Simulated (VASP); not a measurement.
# Ru (P6_3/mmc) in VASP: notebook

Ru is run at these levels: LDA; tasks: single point.

All numbers are computed with VASP 6.6.1; they aren't measurements. Logs are shortened: lines on timing, memory, paths and dates and some standing lists are left out, and cuts for length are marked.

## 1. The cell of the first run

Symmetry: P6_3/mmc, No. 194, hexagonal system. The conventional cell has a = 2.678 Å, b = 2.678 Å, c = 4.218 Å, α = 90.00°, β = 90.00°, γ = 120.00°. Within 3.4 Å of Ru (site symmetry -6m2) lie 12 Ru at 2.61 to 2.68 Å.

## 2. Single point, LDA

File INCAR:

```
PREC = Accurate
ENCUT = 560
EDIFF = 1E-6
ISMEAR = -1
SIGMA = 0.2
LREAL = False
LASPH = True
NELM = 120
ALGO = Normal
ISIF = 2
LWAVE = False
LCHARG = True
LELF = True
LVHAR = True
NBANDS = 23
GGA_COMPAT = False
```

File KPOINTS:

```
Automatic mesh
0
Gamma
  13 13 8
```

File POSCAR:

```
Ru
1.0
    2.6775346364      0.0000000000      0.0000000000
   -1.3387673182      2.3188130146      0.0000000000
    0.0000000000      0.0000000000      4.2181251212
Ru
2
Direct
    0.3333333333      0.6666666667      0.2500000000
    0.6666666667      0.3333333333      0.7500000000
```

Potentials or basis: VASP PAW LDA potentials, release 64 (Ru_sv).

On the command line:

```console
> cat potpaw_LDA.64/Ru_sv/POTCAR > POTCAR
> mpirun -np 1 vasp_std > vasp.out
```

OUTCAR:

```text
PREC = Accurate
   ENCUT = 560
   EDIFF = 1E-6
   ISMEAR = -1
   LREAL = False
   LASPH = True
   NELM = 120
   ISIF = 2

 ion  position               nearest neighbor table
   1  0.333  0.667  0.250-   2 2.61   2 2.61   2 2.61   2 2.61   2 2.61   2 2.61
   2  0.667  0.333  0.750-   1 2.61   1 2.61   1 2.61   1 2.61   1 2.61   1 2.61

  LATTYP: Found a hexagonal cell.
 ALAT       =     2.6775346364
 C/A-ratio  =     1.5753764914

  Lattice vectors:

 A1 = (   2.6775346364,   0.0000000000,   0.0000000000)
 A2 = (  -1.3387673182,   2.3188130146,   0.0000000000)
 A3 = (   0.0000000000,   0.0000000000,   4.2181251212)

Analysis of symmetry for initial positions (statically):
=====================================================================
 Subroutine PRICEL returns:
 Original cell was already a primitive cell.

 Routine SETGRP: Setting up the symmetry group for a
 hexagonal supercell.

 Subroutine GETGRP returns: Found 24 space group operations
 (whereof 12 operations were pure point group operations)
 out of a pool of 24 trial point group operations.

The static configuration has the point symmetry D_3d.
 The point group associated with its full space group is D_6h.

Analysis of symmetry for dynamics (positions and initial velocities):
=====================================================================
 Subroutine PRICEL returns:
 Original cell was already a primitive cell.

 Routine SETGRP: Setting up the symmetry group for a
 hexagonal supercell.

 Subroutine GETGRP returns: Found 24 space group operations
 (whereof 12 operations were pure point group operations)
 out of a pool of 24 trial point group operations.

The dynamic configuration has the point symmetry D_3d.
 The point group associated with its full space group is D_6h.

 Subroutine INISYM returns: Found 24 space group operations
 (whereof 12 operations are pure point group operations),
 and found     1 'primitive' translations

----------------------------------------------------------------------------------------

                                     Primitive cell

  volume of cell :      26.1891

  direct lattice vectors                    reciprocal lattice vectors
     2.677534636  0.000000000  0.000000000     0.373477895  0.215627563  0.000000000
    -1.338767318  2.318813015  0.000000000     0.000000000  0.431255127  0.000000000
     0.000000000  0.000000000  4.218125121     0.000000000  0.000000000  0.237072152

  length of vectors
     2.677534636  2.677534636  4.218125121     0.431255127  0.431255127  0.237072152

  position of ions in fractional coordinates (direct lattice)
     0.333333333  0.666666667  0.250000000
     0.666666667  0.333333333  0.750000000

  ion indices of the primitive-cell ions
   primitive index   ion index
                 1           1
                 2           2

----------------------------------------------------------------------------------------

 KPOINTS: Automatic mesh

Automatic generation of k-mesh.
 Grid dimensions read from file:
 generate k-points for:   13   13    8

 Generating k-lattice:

  Cartesian coordinates                     Fractional coordinates (reciprocal lattice)
     0.028729069  0.016586736  0.000000000     0.076923077  0.000000000  0.000000000
     0.000000000  0.033173471  0.000000000     0.000000000  0.076923077  0.000000000
     0.000000000  0.000000000  0.029634019     0.000000000  0.000000000  0.125000000

  Length of vectors
     0.033173471  0.033173471  0.029634019

  Shift w.r.t. Gamma in fractional coordinates (k-lattice)
     0.000000000  0.000000000  0.000000000

 Subroutine IBZKPT returns following result:
 ===========================================

 Found    105 irreducible k-points:

 Following reciprocal coordinates:
            Coordinates               Weight
  0.000000  0.000000  0.000000      1.000000
  0.076923  0.000000  0.000000      6.000000
  0.153846  0.000000  0.000000      6.000000
  0.230769  0.000000  0.000000      6.000000
  0.307692  0.000000  0.000000      6.000000
  0.384615  0.000000  0.000000      6.000000
[... 16 lines left out ...]
  0.076923  0.000000  0.125000     12.000000
  0.153846  0.000000  0.125000     12.000000
 [... further k-points ...]
   k-points           NKPTS =    105   k-points in BZ     NKDIM =    105   number of bands    NBANDS=     23
   number of dos      NEDOS =    301   number of ions     NIONS =      2
   total plane-waves  NPLWV =  20736
   dimension x,y,z NGX =    24 NGY =   24 NGZ =   36
   dimension x,y,z NGXF=    48 NGYF=   48 NGZF=   72
   ions per type =               2
   NGX,Y,Z   is equivalent  to a cutoff of  14.90, 14.90, 14.19 a.u.
   NGXF,Y,Z  is equivalent  to a cutoff of  29.80, 29.80, 28.38 a.u.
 SYSTEM =  unknown system
   PREC   = accura    normal or accurate (medium, high low for compatibility)
   ISTART =      0    job   : 0-new  1-cont  2-samecut
   ICHARG =      2    charge: 1-file 2-atom 10-const
   ISPIN  =      1    spin polarized calculation?
   LNONCOLLINEAR =      F non collinear calculations
   LSORBIT =      F    spin-orbit coupling
   LASPH  =      T    aspherical Exc in radial PAW
   ENCUT  =  560.0 eV  41.16 Ry    6.42 a.u.   5.17  5.17  8.14*2*pi/ulx,y,z
   NELM   =    120;   NELMIN=  2; NELMDL= -5     # of ELM steps
   EDIFF  = 0.1E-05   stopping-criterion for ELM
   LREAL  =      F    real-space projection
   EDIFFG = 0.1E-04   stopping-criterion for IOM
   NSW    =      0    number of steps for IOM
   IBRION =     -1    ionic relax: 0-MD 1-quasi-New 2-CG
   NFREE  =      0    steps in history (QN), initial steepest desc. (CG)
   ISIF   =      2    stress and relaxation
   ISYM   =      2    0-nonsym 1-usesym 2-fastsym
   POTIM  = 0.5000    time-step for ionic-motion
   TEBEG  =    0.0;   TEEND  =   0.0 temperature during run
   PSTRESS=    0.0 pullay stress
   NELECT =      32.0000    total number of electrons
   NUPDOWN=      -1.0000    fix difference up-down
   EMIN   =  10.00;   EMAX   =-10.00  energy-range for DOS
   EFERMI =   0.00;   METHOD = LEGACY
   ISMEAR =    -1;   SIGMA  =   0.20  broadening in eV -4-tet -1-fermi 0-gaus
   EFERMI_NEDOS =   21; number of points for ismear=-14 and -15
   IALGO  =     38    algorithm
   IMIX   =      4    mixing-type and parameters
     AMIX     =   0.40;   BMIX     =  1.00
     AMIX_MAG =   1.60;   BMIX_MAG =  1.00
  volume/ion in A,a.u.               =      13.09        88.37
  Fermi-wavevector in a.u.,A,eV,Ry     =   1.750188  3.307376 41.676800  3.063158
  Thomas-Fermi vector in A             =   2.820956
   LORBIT       =      0    0 simple, 1 ext, 2 COOP (PROOUT), +10 PAW based schemes
   GGA     = CA    functional components
   LHFCALC =     F    Hartree Fock is set to
   AEXX    =    0.0000 exact exchange contribution
   IVDW    =     0    specifies the selected vdW correction
   LEPSILON=     F    determine dielectric tensor
   LRPA    =     F    only Hartree local field effects (RPA)
 non-spin polarized calculation
  energy-cutoff  :      560.00
  volume of cell :       26.19
 maximum number of plane-waves:       808
 NGX is ok and might be reduce to    24
   NGX = 11   NGY = 11   NGZ = 17

 number of electron      32.0000001 magnetization

 Free energy of the ion-electron system (eV)
  ---------------------------------------------------
  ext. energy  EPLUGINS =         0.00000000
  ---------------------------------------------------
  free energy    TOTEN  =       -21.50287971 eV

  energy without entropy =      -21.28738872  energy(sigma->0) =      -21.39513422

 E-fermi :  15.7349     XC(G=0): -14.7399

 val. band max:       15.7199740889   @ k =   0.4615   0.0769   0.2500
 cond. band min:      15.7625575130   @ k =   0.0769   0.0000   0.3750
 fundamental gap:      0.0425834241
 Fermi energy:        15.7349344805

 k-point     1 :       0.0000    0.0000    0.0000
  band No.  band energies     occupation
      1     -57.0975      2.00000
      2     -56.8497      2.00000
      3     -27.8915      2.00000
      4     -26.8186      2.00000
      5     -26.8186      2.00000
      6     -26.6207      2.00000
[... 15 lines left out ...]
     22      30.5715      0.00000
     23      33.1787      0.00000

 k-point     2 :       0.0769    0.0000    0.0000
  band No.  band energies     occupation
      1     -57.0873      2.00000
      2     -56.8458      2.00000
      3     -27.8684      2.00000
      4     -26.8674      2.00000
      5     -26.8353      2.00000
      6     -26.6713      2.00000
[... 15 lines left out ...]
     22      30.9762      0.00000
     23      33.4393      0.00000

 k-point     3 :       0.1538    0.0000    0.0000
  band No.  band energies     occupation
      1     -57.0586      2.00000
      2     -56.8356      2.00000
      3     -27.8017      2.00000
      4     -27.0025      2.00000
      5     -26.8799      2.00000
      6     -26.8091      2.00000
[... 15 lines left out ...]
     22      31.7811      0.00000
     23      33.9185      0.00000

 k-point     4 :       0.2308    0.0000    0.0000
  band No.  band energies     occupation
      1     -57.0164      2.00000
      2     -56.8227      2.00000
      3     -27.6992      2.00000
      4     -27.1928      2.00000
      5     -26.9975      2.00000
      6     -26.9402      2.00000
[... 15 lines left out ...]
     22      30.8335      0.00000
     23      32.9293      0.00000

 k-point     5 :       0.3077    0.0000    0.0000
  band No.  band energies     occupation
      1     -56.9684      2.00000
      2     -56.8119      2.00000
      3     -27.5738      2.00000
      4     -27.3946      2.00000
      5     -27.1905      2.00000
      6     -27.0019      2.00000
[... 434 lines left out ...]
 k-point    22 :       0.0000    0.0000    0.1250
  band No.  band energies     occupation
      1     -57.0882      2.00000
      2     -56.8593      2.00000
      3     -27.8437      2.00000
      4     -26.8112      2.00000
      5     -26.8112      2.00000
      6     -26.6283      2.00000
[... 15 lines left out ...]
     22      30.2128      0.00000
     23      33.3646      0.00000

 k-point    23 :       0.0769    0.0000    0.1250
  band No.  band energies     occupation
      1     -57.0783      2.00000
      2     -56.8552      2.00000
      3     -27.8230      2.00000
      4     -26.8588      2.00000
      5     -26.8274      2.00000
      6     -26.6993      2.00000
[... 15 lines left out ...]
     22      30.6193      0.00000
     23      33.6566      0.00000

 k-point    24 :       0.1538    0.0000    0.1250
  band No.  band energies     occupation
      1     -57.0503      2.00000
      2     -56.8442      2.00000
      3     -27.7643      2.00000
      4     -26.9898      2.00000
      5     -26.8711      2.00000
      6     -26.8431      2.00000
[... 15 lines left out ...]
     22      31.5231      0.00000
     23      33.8863      0.00000

 [... further k-points ...]
[... 5 lines left out ...]
  --------------------------------------------------------------------------------------
  -------------------------------------------------------------------------------------
  Total        0.1604673      0.1604673      0.3274113     -0.0000000      0.0000000      0.0000000
  in kB        9.8169540      9.8169540     20.0301378     -0.0000000      0.0000000      0.0000000
  external PRESSURE =      13.2213486 kB  Pullay stress =       0.0000000 kB

 VOLUME and BASIS-vectors are now :
 -----------------------------------------------------------------------------
  energy-cutoff  :      560.00
  volume of cell :       26.19
      direct lattice vectors                 reciprocal lattice vectors
     2.677534636  0.000000000  0.000000000     0.373477895  0.215627563  0.000000000
    -1.338767318  2.318813015  0.000000000     0.000000000  0.431255127  0.000000000
     0.000000000  0.000000000  4.218125121     0.000000000  0.000000000  0.237072152

 POSITION                                       TOTAL-FORCE (eV/Angst)
 -----------------------------------------------------------------------------------
     -0.00000      1.54588      1.05453        -0.000000     -0.000000      0.000000
      1.33877      0.77294      3.16359         0.000000      0.000000      0.000000
 -----------------------------------------------------------------------------------
    total drift:                               -0.000000      0.000000     -0.000000

  FREE ENERGIE OF THE ION-ELECTRON SYSTEM (eV)
  ---------------------------------------------------
  free  energy   TOTEN  =       -21.5028797095 eV

  energy  without entropy=      -21.2873887247  energy(sigma->0) =      -21.39513422
```

Wall time 26 s (1 thread of Intel Xeon Platinum 8488C (Sapphire Rapids), shared host); peak memory 0.17 GiB.

What came out:

- Free energy: -21.5029 eV
- Pressure: 1.3 GPa
- Band gap on the k mesh: zero (bands 16 and 17 overlap by 3.29 eV)

Levels at points of the mesh, in eV from the Fermi level:
| k point | band 12 | band 13 | band 14 | band 15 | band 16 | band 17 | band 18 | band 19 | band 20 | band 21 |
| --- | --- | --- | --- | --- | --- | --- | --- | --- | --- | --- |
| (0.00, 0.00, 0.00) | -2.79 | -2.55 | -2.05 | -2.05 | -1.53 | -1.53 | 1.24 | 1.24 | 1.36 | 10.71 |
| (0.00, 0.00, 0.50) | -2.97 | -2.97 | -2.97 | -2.84 | -2.84 | 0.57 | 0.57 | 0.57 | 0.57 | 14.42 |

## 3. Single point, LDA

File INCAR:

```
SYSTEM = Ru
ALGO = Normal ; EDIFF = 1E-6
ENCUT = 560 ; GGA = CA
GGA_COMPAT = .False. ; ISIF = 2
ISMEAR = 0 ; LASPH = .True.
LCHARG = .False. ; LREAL = .False.
LWAVE = .False. ; NBANDS = 23
NELM = 120 ; PREC = Accurate
SIGMA = 0.03
```

File KPOINTS:

```
k-points
0
Gamma
  13 13 8
  0 0 0
```

POSCAR is that of step 2.

Potentials or basis: VASP PAW LDA potentials, release 64 (Ru_sv).

On the command line:

```console
> cat potpaw_LDA.64/Ru_sv/POTCAR > POTCAR
> mpirun -np 1 vasp_std > vasp.out
```

Run time: 18 s. Hardware: 1 thread of Intel Xeon 6975P-C (Granite Rapids), shared host; peak memory 0.17 GiB.

It converged, with:

```
Free energy            : -21.3994 eV
Pressure               : 0.3 GPa
Band gap on the k mesh : zero (bands 16 and 17 overlap by 3.28 eV)
```

Stress tensor (GPa, compression positive):
```
 0.54  0.00  0.00
 0.00  0.54  0.00
 0.00  0.00 -0.06
```

Levels at points of the mesh, in eV from the Fermi level:
```
           k point  band 13  band 14  band 15  band 16  band 17  band 18  band 19  band 20
(0.00, 0.00, 0.00)    -2.59    -2.09    -2.09    -1.56    -1.56     1.21     1.21     1.34
(0.00, 0.00, 0.50)    -3.01    -3.01    -2.87    -2.87     0.54     0.54     0.54     0.54
```

(Continued in part 2 of 2.)

The gap in the log of VASP goes by the Fermi energy; the results here count the filled bands.